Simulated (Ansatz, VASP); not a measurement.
**H in VASP and in Ansatz**

```xyz
2
Lattice="8.0000 0.0000 0.0000 0.0000 8.0000 0.0000 0.0000 0.0000 8.0000" Properties=species:S:1:pos:R:3 pbc="T T T"
H     4.0000    4.0000    3.6250
H     4.0000    4.0000    4.3750
```

Alike in both runs: task single point; functional r2SCAN; k mesh 1 × 1 × 1; no spin polarisation.

|  | VASP | Ansatz |
| --- | --- | --- |
| version | VASP 6.6.1 | Ansatz 0.2.0 |
| potentials or method | VASP PAW PBE potentials, release 64 (H), cutoff 440 eV | scalar-relativistic, plane waves, PAW |
| occupations | gaussian, width 0.01 eV | fixed |
| valence electrons in the cell | 2 | 2 |

```csv
,VASP,Ansatz,Ansatz less VASP
gap on the k mesh at the Fermi level (eV),10.88,11.19,+0.304
rms of the force components (eV/Å),0.166,0.178,+0.0121
```

VASP's potentials were made for PBE, not for r2SCAN. Atom by atom the forces differ by 0.012 eV/Å (rms over components).
